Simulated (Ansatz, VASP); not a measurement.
**CoO: VASP beside Ansatz**

Contents of INCAR:

```
SYSTEM = CoO
PREC     = Accurate       ! precision mode
ENCUT    = 520            ! plane-wave cutoff, eV
EDIFF    = 1E-6           ! SCF threshold, eV
ISMEAR   = 0              ! smearing method
SIGMA    = 0.02           ! smearing width, eV
LREAL    = .False.        ! projectors in reciprocal space
LASPH    = .True.         ! aspherical terms in the spheres
NELM     = 150            ! most SCF steps
ALGO     = Normal         ! electronic algorithm
ISIF     = 2              ! what is computed and relaxed
LWAVE    = .False.        ! write WAVECAR
LCHARG   = .False.        ! write CHGCAR
ISPIN    = 2              ! spin polarisation
MAGMOM   = 4.5 0          ! initial moments
LORBIT   = 11             ! projections on sites
LMAXMIX  = 4              ! l up to which the mixer works
LDAU     = .True.         ! DFT+U
LDAUTYPE = 2            
LDAUL    = 2 -1           ! shell
LDAUU    = 3.32 0         ! U, eV
LDAUJ    = 0 0          
LDAUPRINT= 1            
GGA      = PE             ! functional
NBANDS   = 18             ! bands
```

File KPOINTS:

```
regular mesh
0
Gamma
  12 12 12
  0 0 0
```

The input POSCAR:

```
CoO
1.0
   -1.5080001529      1.5080001529      2.1072499549
    1.5080001529     -1.5080001529      2.1072499549
    1.5080001529      1.5080001529     -2.1072499549
Co O
1 1
Direct
    0.0000000000      0.0000000000      0.0000000000
    0.5000000000      0.5000000000      0.0000000000
```

Input for Ansatz:

```yaml
crystal:
  lattice:
    - [-1.5080001529, 1.5080001529, 2.1072499549]
    - [1.5080001529, -1.5080001529, 2.1072499549]
    - [1.5080001529, 1.5080001529, -2.1072499549]
  atoms:
    - { symbol: Co, position: [0.0, 0.0, 0.0], spin: 4.5 }
    - { symbol: O, position: [0.5, 0.5, 0.0] }
basis:
  ecutwfc: 420
kpoints:
  mp_grid: { grid: [12, 12, 12] }
hamiltonian:
  xc: pbe
  hubbard: { sites: [{ species: Co, l: d, u_eff: 3.32 }] }
scf:
  occupations: { method: gaussian, width: 0.02 }
output:
  forces: true
  stress: true
  eigenvalues: true
  populations: true
  write_density: true
  write_potential: true
  elf: true
  volumetric_format: npy
magnetization:
  spin_polarized: true
```

Alike in both runs: task single point; functional PBE; k mesh 12 × 12 × 12; occupations gaussian, width 0.02 eV; collinear spin; Hubbard terms Co d U = 3.32 eV.

```csv
,VASP,Ansatz
version,VASP 6.6.1,Ansatz 0.2.0
potentials or method,"VASP PAW PBE potentials, release 64 (Co, O), cutoff 520 eV","scalar-relativistic, plane waves, PAW"
valence electrons in the cell,15,23
```

```csv
,VASP,Ansatz,Ansatz less VASP
pressure (GPa),0.6,10.4,+9.86
"traceless stress, the component that is largest in VASP (GPa)",-5.14,1.52,+6.667
net moment per atom (μB),1.50,1.50,-0.001
size of the moment on the site where the two differ most (μB),2.74,2.59,-0.154
```

Site moments also hang on the region over which each program counts them. The programs project onto different local orbitals, so the same U acts differently, and such runs can settle in different states. VASP's potentials hold 15 valence electrons a cell and Ansatz's 23, so a difference there can come from the potentials and not from the codes. Ansatz's warnings: given moment on shells, minimisation memory short, reached outside group, stability check not made.
